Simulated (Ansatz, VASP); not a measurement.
# Two plane-wave programs on CsGa

```xyz
2
Lattice="4.4365 0.0000 0.0000 0.0000 4.4365 0.0000 0.0000 0.0000 4.4365" Properties=species:S:1:pos:R:3 pbc="T T T"
Cs    0.0000    0.0000    0.0000
Ga    2.2182    2.2182    2.2182
```

Alike in both runs: functional PBE; k mesh 12 × 12 × 12; occupations gaussian, width 0.1 eV; no spin polarisation.

Ansatz relaxed the structure, and its values are those at the end. VASP's run is a single point on that final structure, the one shown.

```csv
,VASP,Ansatz
version,VASP 6.6.1,Ansatz 0.2.0
potentials or method,"VASP PAW PBE potentials, release 64 (Cs_sv, Ga_d), cutoff 520 eV","scalar-relativistic, plane waves, PAW"
valence electrons in the cell,22,22
```

|  | VASP | Ansatz | Ansatz less VASP |
| --- | --- | --- | --- |
| gap on the k mesh at the Fermi level (eV) | none | none | - |
| pressure (GPa) | 0.1 | 0.0 | -0.02 |

A gap of «none» marks a metal or a gap that the smearing closes.

Neither program's run includes spin-orbit coupling.
